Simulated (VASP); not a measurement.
Set up this calculation in VASP 6.6.1, as the native input.

- Task: relaxation of cell and atoms
- Functional: RPBE
- Potentials or basis: VASP PAW PBE potentials, release 64 (Mn_pv, S)
- Cutoff: 600 eV
- k mesh: 9 × 9 × 9
- Occupations: fermi-dirac, width 0.1 eV
- Spin: collinear spin, ferromagnetic start
- Starting moments: [4.0, 0.0] μB
- Hubbard terms: Mn d U = 6.0 eV
- Dipole correction: no
- Further INCAR settings: ALGO = Normal; EDIFF = 1e-07; IBRION = 2; EDIFFG = -0.01; NSW = 60; ISIF = 3

The structure of MnS lies in POSCAR:

```
MnS
1.0
    0.0000000000      2.4734634191      2.4734634191
    2.4734634191      0.0000000000      2.4734634191
    2.4734634191      2.4734634191      0.0000000000
Mn S
1 1
Direct
    0.0000000000      0.0000000000      0.0000000000
    0.7500000000      0.7500000000      0.7500000000
```

One way to write it, as run:

INCAR

```
PREC = Accurate ; ENCUT = 600
EDIFF = 1E-7 ; ISMEAR = -1
SIGMA = 0.1 ; LREAL = F
LASPH = T ; NELM = 150
ALGO = Normal ; ISIF = 3
LWAVE = F ; LCHARG = F
ISPIN = 2 ; MAGMOM = 4 0
LORBIT = 11 ; LMAXMIX = 4
LDAU = T ; LDAUTYPE = 2
LDAUL = 2 -1 ; LDAUU = 6 0
LDAUJ = 0 0 ; LDAUPRINT = 1
GGA = RP ; IBRION = 2
NSW = 60 ; EDIFFG = -0.01
```

KPOINTS

```
regular mesh
0
Gamma
  9 9 9
```

Potentials or basis: VASP PAW PBE potentials, release 64 (Mn_pv, S).

Run with:

```console
$ cat potpaw_PBE.64/Mn_pv/POTCAR potpaw_PBE.64/S/POTCAR > POTCAR
$ mpirun -np 1 vasp_std > vasp.out
```

Results of the run:

```json
{"Relaxed volume": "25.00 Å³/atom", "Relaxed cell": "a = 4.135 Å, b = 4.135 Å, c = 4.135 Å, α = 60.00°, β = 60.00°, γ = 60.00°", "Space group after relaxing (to 0.1 Å)": "F-43m (No. 216)", "Energy gained by relaxing": "1440.9 meV/atom", "Ionic steps": "3", "Pressure after relaxing": "0.0 GPa", "Band gap on the k mesh": "1.54 eV", "Net moment": "-5.00 μB per cell", "Site moments": "Mn -4.69; S +0.02 μB", "Valence electrons inside the program's atomic spheres": "Mn 11.26; S 3.78"}
```

Caveat: the volume moved by over 15 % at a fixed basis, so the end points are rough; the PAW data sets were made with another functional, which shifts forces and pressure a little; a cell with one magnetic atom can't hold antiferromagnetic order, which such compounds often take.

It took 4.6 min on 1 thread of Intel Xeon 8259CL, on a shared host, peak memory 0.2 GiB.
